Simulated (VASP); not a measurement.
**Se: single point with PBEsol**

Se:

```
CELL_PARAMETERS angstrom
5.34960 3.08859 1.52063
-5.34960 3.08859 1.52063
0.00000 -6.17719 1.52063
ATOMIC_POSITIONS crystal
Se 0.30312 0.16755 0.90957
Se 0.90957 0.30312 0.16755
Se 0.16755 0.90957 0.30312
Se 0.69688 0.83245 0.09043
Se 0.09043 0.69688 0.83245
Se 0.83245 0.09043 0.69688
```

* Program: VASP 6.6.1
* Task: single point
* Functional: PBEsol
* Potentials or basis: VASP PAW PBE potentials, release 64 (Se)
* Cutoff: 520 eV
* k mesh: 9 × 9 × 9
* Occupations: gaussian, width 0.02 eV
* Spin: no spin polarisation
* Dipole correction: no
* Further INCAR settings: ALGO = Normal; EDIFF = 1e-07; NBANDS = 27

```yaml
Pressure: 0.2 GPa
Largest_force: 0.026 eV/Å
Band_gap_on_the_k_mesh: 0.94 eV (least direct gap 1.00 eV)
```

Forces in eV/Å, atoms in the order of the input:
```
Se   0.002  0.020  0.016
Se  -0.019 -0.008  0.016
Se   0.016 -0.012  0.016
Se  -0.002 -0.020 -0.016
Se   0.019  0.008 -0.016
Se  -0.016  0.012 -0.016
```

Stress tensor (GPa, compression positive):
```
0.19 0.00 0.00
0.00 0.19 0.00
0.00 0.00 0.10
```

Levels at points of the mesh, in eV from the valence-band top:
```tsv
k point	band 15	band 16	band 17	band 18	band 19	band 20	band 21	band 22
(0.00, 0.00, 0.00)	-1.03	-1.03	-0.53	-0.53	2.08	2.08	2.35	2.48
```

Wall time 13 min on 1 thread of Intel Xeon 8259CL, with other jobs on the host, peak memory 0.55 GiB.

Caveat: this functional lacks dispersion, which holds the molecules together, so the pressure and a relaxed volume are unreliable; the PAW data sets were made with another functional, which shifts forces and pressure a little. A k mesh can miss the band edges.
